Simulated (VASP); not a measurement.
Write the native input for VASP 6.6.1 that does the following.

* Task: relaxation of cell and atoms
* Functional: PBE
* Potentials or basis: VASP PAW PBE potentials, release 64 (Li_sv)
* Cutoff: 600 eV
* k mesh: 2 × 6 × 2
* Occupations: gaussian, width 0.1 eV
* Spin: no spin polarisation
* Dipole correction: no
* Further INCAR settings: ALGO = Normal; EDIFF = 1e-06; IBRION = 2; EDIFFG = -0.04; NSW = 90; ISIF = 3

The structure of Li lies in POSCAR:

```
Li
1.0
    7.9219299405      0.0000000000      0.0000000000
    0.0000000000      3.2333520451      0.0000000000
   -0.0504093737      0.0000000000      7.9446394207
Li
10
Direct
    0.7858263776      0.5373145925      0.8833342600
    0.6188087054      0.5384139429      0.2849112677
    0.2141736224      0.5373145925      0.1166657400
    0.3811912946      0.5384139429      0.7150887323
    0.0000000000      0.6230646786      0.5000000000
    0.5000000000      0.0223872252      0.0000000000
    0.9098054071      0.0544158786      0.1788936654
    0.6805559127      0.0513266843      0.5919069846
    0.3194440873      0.0513266843      0.4080930154
    0.0901945929      0.0544158786      0.8211063346
```

The input as run:

INCAR

```
  PREC = Accurate
  ENCUT = 600
  EDIFF = 1E-6
  ISMEAR = 0
  SIGMA = 0.1
  LREAL = False
  LASPH = True
  NELM = 100
  ALGO = Normal
  ISIF = 3
  LWAVE = False
  LCHARG = False
  GGA = PE
  IBRION = 2
  NSW = 90
  EDIFFG = -0.04
```

KPOINTS

```
regular mesh
0
Gamma
  2 6 2
```

Potentials or basis: VASP PAW PBE potentials, release 64 (Li_sv).

The run is started by

```console
$ cat potpaw_PBE.64/Li_sv/POTCAR > POTCAR
$ mpirun -np 1 vasp_std > vasp.out
```

It gave:

| Property | Result |
| --- | --- |
| Relaxed volume | 19.92 Å³/atom |
| Relaxed cell | a = 7.459 Å, b = 3.576 Å, c = 7.469 Å, α = 90.00°, β = 90.00°, γ = 90.00° |
| Space group after relaxing (to 0.1 Å) | I4/mmm (No. 139) |
| Energy gained by relaxing | 31.0 meV/atom |
| Ionic steps | 15 |
| Pressure after relaxing | 0.0 GPa |
| Largest force after relaxing | 0.029 eV/Å |
| Band gap on the k mesh | zero (bands 15 and 16 overlap by 2.00 eV) |

Caveat: the k points lie up to 0.42 Å⁻¹ apart in the final cell, too coarse for converged energies and pressures of a metal; the cutoff is under 1.25 times the usual one of these potentials, so pressure, stress and relaxed cells hold a basis-set (Pulay) error.

It took 15 min on 1 thread of Intel(R) Xeon(R) Platinum 8488C (Sapphire Rapids), with other jobs on the host, peak memory 0.34 GiB.
